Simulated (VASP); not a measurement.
Write the native input for VASP 6.6.1 that does the following.

```yaml
Task: electric field gradients
Functional: LDA
Potentials_or_basis: VASP PAW LDA potentials, release 64 (Cs_sv)
Cutoff: 520 eV
k_mesh: 9 × 9 × 9
Occupations: fermi-dirac, width 0.05 eV
Spin: no spin polarisation
Dipole_correction: no
Further_INCAR_settings: ALGO = Normal; EDIFF = 1e-08; NBANDS = 10
```

The structure of Cs lies in POSCAR:

```
Cs
1.0
   -2.9607990136      2.9607990136      2.9607990136
    2.9607990136     -2.9607990136      2.9607990136
    2.9607990136      2.9607990136     -2.9607990136
Cs
1
Direct
    0.0000000000      0.0000000000      0.0000000000
```

This cell differs from its parent crystal: volume scaled by 0.94.

These files were run (other wordings do the same):

INCAR

```
PREC = Accurate ; ENCUT = 520
EDIFF = 1E-8 ; ISMEAR = -1
SIGMA = 0.05 ; LREAL = False
LASPH = True ; NELM = 100
ALGO = Normal ; ISIF = 2
LWAVE = False ; LCHARG = False
LEFG = True ; NBANDS = 10
```

KPOINTS

```
Automatic mesh
0
Gamma
  9 9 9
```

Potentials or basis: VASP PAW LDA potentials, release 64 (Cs_sv).

Run with:

```bash
$ cat potpaw_LDA.64/Cs_sv/POTCAR > POTCAR
$ mpirun -np 1 vasp_std > vasp.out
```

Results of the run:

The pressure is -0.2 GPa.

Caveat: without QUAD_EFG the Cq values of the log hold for a quadrupole moment of 1 mb, not for the nuclei.

Run time: 9.8 s on 1 thread of Intel(R) Xeon(R) 6975P-C (Granite Rapids), with other jobs on the host, peak memory 0.2 GiB.
